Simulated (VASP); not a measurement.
A run of VASP 6.6.1:

File INCAR:

```
SYSTEM = Ge
ALGO = Normal
EDIFF = 1E-7
ENCUT = 520
ISIF = 2
ISMEAR = -1
LASPH = .True.
LCHARG = .False.
LREAL = .False.
LWAVE = .False.
NBANDS = 21
NELM = 60
PREC = Accurate
SIGMA = 0.05
```

File KPOINTS:

```
k-points
0
Gamma
  10 10 10
  0 0 0
```

Contents of POSCAR:

```
Ge
1.0
    0.0000000000      2.8287700000      2.9136331000
    2.8287700000      0.0000000000      2.9136331000
    2.8287700000      2.8287700000      0.0000000000
Ge
2
Direct
    0.5000000000      0.5000000000      0.5000000000
    0.7500000000      0.7500000000      0.7500000000
```

Potentials or basis: VASP PAW LDA potentials, release 64 (Ge_d).

Launch:

```console
$ cat potpaw_LDA.64/Ge_d/POTCAR > POTCAR
$ mpirun -np 1 vasp_std > vasp.out
```

Hardware: 1 thread of Intel(R) Xeon(R) 6975P-C (Granite Rapids), on a shared host.

Problem. Estimate the wall time of this run.

Solution. Wall time 31 s on 1 thread of Intel(R) Xeon(R) 6975P-C (Granite Rapids), with other jobs on the host, peak memory 0.2 GiB. Counts: scf iterations 11, k points 102.
